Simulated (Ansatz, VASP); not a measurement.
W in VASP and in Ansatz

```
CELL_PARAMETERS angstrom
3.15445 0.00000 0.00000
0.00000 3.15445 0.00000
0.00000 0.00000 25.46335
ATOMIC_POSITIONS crystal
W 0.00000 0.00000 0.31418
W 0.50000 0.50000 0.37612
W 0.00000 0.00000 0.43806
W 0.50000 0.50000 0.50000
W 0.00000 0.00000 0.56194
W 0.50000 0.50000 0.62388
W 0.00000 0.00000 0.68582
```

Alike in both runs: task single point; functional PBEsol; k mesh 8 × 8 × 1; no spin polarisation.

|  | VASP | Ansatz |
| --- | --- | --- |
| version | VASP 6.6.1 | Ansatz 0.2.0 |
| potentials or method | VASP PAW PBE potentials, release 64 (W_sv) | plane-wave PAW, scalar-relativistic |
| plane-wave cutoff (eV) | 520 | 420 |
| occupations | methfessel-paxton of order 1, width 0.1 eV | cold, width 0.1 eV |
| valence electrons in the cell | 98 | 98 |

```csv
,VASP,Ansatz,Ansatz less VASP
rms of the force components (eV/Å),0.788,0.792,+0.0038
"work function, face that differs most (eV)",4.40,4.38,-0.015
```

VASP's potentials were made for PBE, not for PBEsol, and Ansatz warns of the same on its side. Atom by atom the forces differ by 0.011 eV/Å (rms over components).

Neither program's run includes spin-orbit coupling.
